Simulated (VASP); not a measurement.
# Si (C2) in VASP: notebook, part 2 of 2

VASP 6.6.1. The steps go on from the part before.

## Step 4: Single point, PBE (atoms displaced along a vibrational mode, the cell strained)

Contents of INCAR:

```
ALGO     = Normal         # electronic algorithm
EDIFF    = 1E-6           # SCF threshold, eV
ENCUT    = 520            # plane-wave cutoff, eV
GGA      = PE             # functional
ISIF     = 2              # what is computed and relaxed
ISMEAR   = 0              # smearing method
LASPH    = True           # aspherical terms in the spheres
LCHARG   = True           # write CHGCAR
LELF     = True           # ELF
LREAL    = False          # projectors in reciprocal space
LVHAR    = True         
LWAVE    = False          # write WAVECAR
NBANDS   = 26             # bands
NELM     = 80             # most SCF steps
PREC     = Accurate       # precision mode
SIGMA    = 0.03           # smearing width, eV
```

Contents of KPOINTS:

```
k-points
0
Gamma
  10 10 6
```

Contents of POSCAR:

```
Si
1.0
    6.7232070573     -1.8657693678     -0.0914173985
    6.7232070573      1.8657693678     -0.0914173985
   -0.8088176746      0.0000000000      6.7619220352
Si
8
Direct
    0.0040099648      0.1073143682      0.8741221558
    0.8926856318      0.9959900352      0.1258778442
    0.5020059406      0.6164546308      0.6536328742
    0.3835453692      0.4979940594      0.3463671258
    0.3572994030      0.0684877152      0.0570686657
    0.9315122848      0.6427005970      0.9429313343
    0.6914964726      0.7625550666      0.5855965457
    0.2374449334      0.3085035274      0.4144034543
```

Potentials or basis: VASP PAW PBE potentials, release 64 (Si).

On the command line:

```bash
cat potpaw_PBE.64/Si/POTCAR > POTCAR
mpirun -np 1 vasp_std > vasp.out
```

OUTCAR:

```text
EDIFF = 1E-6
   ENCUT = 520
   GGA = PE
   ISIF = 2
   ISMEAR = 0
   LASPH = True
   LREAL = False
   NELM = 80
   PREC = Accurate

 ion  position               nearest neighbor table
   1  0.004  0.107  0.874-   3 2.38   3 2.42   2 2.42   5 2.42
   2  0.893  0.996  0.126-   4 2.38   4 2.42   1 2.42   6 2.42
   3  0.502  0.616  0.654-   7 2.36   1 2.38   1 2.42   4 2.46
   4  0.384  0.498  0.346-   8 2.36   2 2.38   2 2.42   3 2.46
   5  0.357  0.068  0.057-   6 2.30   6 2.30   1 2.42   8 2.55
   6  0.932  0.643  0.943-   5 2.30   5 2.30   2 2.42   7 2.55
   7  0.691  0.763  0.586-   8 2.33   8 2.33   3 2.36   6 2.55
   8  0.237  0.309  0.414-   7 2.33   7 2.33   4 2.36   5 2.55

  LATTYP: Found a base centered monoclinic cell.
 ALAT       =    13.4476570861
 B/A-ratio  =     0.2774861607
 C/A-ratio  =     0.5064170646
 COS(beta)  =    -0.1322557949

  Lattice vectors:

 A1 = (   6.7232070573,  -1.8657693678,  -0.0914173985)
 A2 = (   6.7232070573,   1.8657693678,  -0.0914173985)
 A3 = (  -0.8088176746,   0.0000000000,   6.7619220352)

Analysis of symmetry for initial positions (statically):
=====================================================================
 Subroutine PRICEL returns:
 Original cell was already a primitive cell.

 Routine SETGRP: Setting up the symmetry group for a
 base centered monoclinic supercell.

 Subroutine GETGRP returns: Found  2 space group operations
 (whereof  2 operations were pure point group operations)
 out of a pool of  4 trial point group operations.

The static configuration has the point symmetry C_2 .

Analysis of symmetry for dynamics (positions and initial velocities):
=====================================================================
 Subroutine PRICEL returns:
 Original cell was already a primitive cell.

[... 141 lines left out ...]
  Fermi-wavevector in a.u.,A,eV,Ry     =   0.939396  1.775202 12.006676  0.882466
  Thomas-Fermi vector in A             =   2.066704
   LORBIT       =      0    0 simple, 1 ext, 2 COOP (PROOUT), +10 PAW based schemes
   GGA     = PE    functional components
   LHFCALC =     F    Hartree Fock is set to
   AEXX    =    0.0000 exact exchange contribution
   IVDW    =     0    specifies the selected vdW correction
   LEPSILON=     F    determine dielectric tensor
   LRPA    =     F    only Hartree local field effects (RPA)
 non-spin polarized calculation
 Gauss-broadening in eV      SIGMA  =   0.03
  energy-cutoff  :      520.00
  volume of cell :      169.37
 maximum number of plane-waves:      4586
 NGX is ok and might be reduce to    54
   NGX = 25   NGY = 25   NGZ = 25

 number of electron      31.9999999 magnetization

 Free energy of the ion-electron system (eV)
  ---------------------------------------------------
  ext. energy  EPLUGINS =         0.00000000
  ---------------------------------------------------
  free energy    TOTEN  =       -41.82315782 eV

  energy without entropy =      -41.82313232  energy(sigma->0) =      -41.82314507

 E-fermi :   5.8120     XC(G=0):  -9.1690

 val. band max:        5.7824612857   @ k =   0.0000   0.0000   0.0000
 cond. band min:       5.8536837236   @ k =   0.5000   0.0000   0.5000
 fundamental gap:      0.0712224380
 Fermi energy:         5.8119505285

 k-point     1 :       0.0000    0.0000    0.0000
  band No.  band energies     occupation
      1      -6.5973      2.00000
      2      -4.2770      2.00000
      3      -4.2228      2.00000
      4      -4.0396      2.00000
      5      -1.5447      2.00000
      6      -1.2940      2.00000
[... 685 lines left out ...]
     25       9.2056      0.00000
     26       9.4301      0.00000

 [... further k-points ...]

------------------------ aborting loop because EDIFF is reached ----------------------------------------

  FORCE on cell =-STRESS in cart. coord.  units (eV):
  Direction    XX          YY          ZZ          XY          YZ          ZX
  --------------------------------------------------------------------------------------
  -------------------------------------------------------------------------------------
  Total        2.0655332      3.3483126    -10.4624996      0.0000000      0.0000000     -0.5040477
  in kB       19.5395735     31.6744369    -98.9733694      0.0000000      0.0000000     -4.7682010
  external PRESSURE =     -15.9197863 kB  Pullay stress =       0.0000000 kB

 VOLUME and BASIS-vectors are now :
 -----------------------------------------------------------------------------
  energy-cutoff  :      520.00
  volume of cell :      169.37
      direct lattice vectors                 reciprocal lattice vectors
     6.723207057 -1.865769368 -0.091417398     0.074490423 -0.267985963  0.008910066
     6.723207057  1.865769368 -0.091417398     0.074490423  0.267985963  0.008910066
    -0.808817675  0.000000000  6.761922035     0.002014138  0.000000000  0.148127864

 POSITION                                       TOTAL-FORCE (eV/Angst)
 -----------------------------------------------------------------------------------
      0.04145      0.19274      5.90057         0.123140     -0.302766      0.191360
     12.59615      0.19274      0.67852        -0.123140     -0.302766     -0.191360
      6.99097      0.21353      4.31757        -0.491173     -0.182269      0.059804
      5.64662      0.21353      2.26152         0.491173     -0.182269     -0.059804
      2.81650     -0.53886      0.34697        -0.700244      0.893811      0.756827
      9.82110     -0.53886      6.23212         0.700244      0.893811     -0.756827
      9.30225      0.13258      3.82683         0.281762     -0.408776      0.900536
      3.33535      0.13258      2.75225        -0.281762     -0.408776     -0.900536
 -----------------------------------------------------------------------------------
    total drift:                                0.000000     -0.000004     -0.000000

  FREE ENERGIE OF THE ION-ELECTRON SYSTEM (eV)
  ---------------------------------------------------
  free  energy   TOTEN  =       -41.8231578184 eV

  energy  without entropy=      -41.8231323163  energy(sigma->0) =      -41.82314507
```

OSZICAR:

```text
N       E                     dE             d eps       ncg     rms          rms(c)
DAV:   1     0.650669991224E+02    0.65067E+02   -0.11840E+04  8944   0.101E+03
DAV:   2    -0.372398652436E+02   -0.10231E+03   -0.94509E+02 11274   0.145E+02
DAV:   3    -0.425196908410E+02   -0.52798E+01   -0.51804E+01 11852   0.303E+01
DAV:   4    -0.426226182937E+02   -0.10293E+00   -0.10259E+00 11368   0.524E+00
DAV:   5    -0.426253113871E+02   -0.26931E-02   -0.26903E-02 11772   0.810E-01    0.914E+00
DAV:   6    -0.420218729569E+02    0.60344E+00   -0.45188E-01 10614   0.296E+00    0.546E+00
DAV:   7    -0.418193688412E+02    0.20250E+00   -0.69527E-01 11088   0.330E+00    0.683E-01
DAV:   8    -0.418210654420E+02   -0.16966E-02   -0.87138E-02 10774   0.145E+00    0.439E-01
DAV:   9    -0.418223557603E+02   -0.12903E-02   -0.68811E-03 11100   0.401E-01    0.187E-01
DAV:  10    -0.418228849625E+02   -0.52920E-03   -0.12844E-03 10538   0.156E-01    0.773E-02
DAV:  11    -0.418231360829E+02   -0.25112E-03   -0.33478E-04 10816   0.858E-02    0.288E-02
DAV:  12    -0.418231493559E+02   -0.13273E-04   -0.52832E-05 11430   0.337E-02    0.134E-02
DAV:  13    -0.418231572608E+02   -0.79049E-05   -0.16329E-05  9926   0.179E-02    0.420E-03
DAV:  14    -0.418231578184E+02   -0.55763E-06   -0.53856E-07  8562   0.364E-03
   1 F= -.41823158E+02 E0= -.41823145E+02  d E =-.255021E-04
```

Wall time 14 min (1 thread of Intel Xeon 6975P-C (Granite Rapids), shared host); peak memory 0.71 GiB.

What came out:

```
Free energy            : -41.8232 eV
Pressure               : -1.6 GPa
Largest force          : 1.365 eV/Å
Band gap on the k mesh : 0.07 eV (least direct gap 0.79 eV)
```

Forces on the atoms (eV/Å):
```
Si   0.123 -0.303  0.191
Si  -0.123 -0.303 -0.191
Si  -0.491 -0.182  0.060
Si   0.491 -0.182 -0.060
Si  -0.700  0.894  0.757
Si   0.700  0.894 -0.757
Si   0.282 -0.409  0.901
Si  -0.282 -0.409 -0.901
```

Stress tensor (GPa, compression positive):
```
 1.95  0.00 -0.48
 0.00  3.17  0.00
-0.48  0.00 -9.90
```

Caveat: the cell differs from its parent crystal (atoms displaced along a vibrational mode, the cell strained); forces of over 1 eV/Å act on the atoms, so gaps and moduli don't describe the material at rest. A k mesh can miss the band edges.

## Step 5: Overview

```tsv
cell	gap on the mesh (eV)	pressure (GPa)	largest force (eV/Å)
a = 7.382, b = 7.382, c = 6.067 Å, angles 96.2, 96.2, 31.1°, 8 atoms, atomic positions A	0.27	-1.1	0.77
a = 6.978, b = 6.978, c = 6.810 Å, angles 97.3, 97.3, 31.0°, 8 atoms, atomic positions A	0.21	-1.0	1.05
a = 6.978, b = 6.978, c = 6.810 Å, angles 97.3, 97.3, 31.0°, 8 atoms, atomic positions B	0.07	-1.6	1.36
```

Alike in all rows: task single point; level PBE; potentials or basis VASP PAW PBE potentials, release 64 (Si); no spin polarisation; k mesh 10 × 10 × 6; cutoff (eV) 520; smearing gaussian 0.03 eV.

Caveats: forces of over 1 eV/Å act on the atoms, so gaps and moduli don't describe the material at rest (at least some runs).

Absolute energies hang on the potentials; compare differences alone.
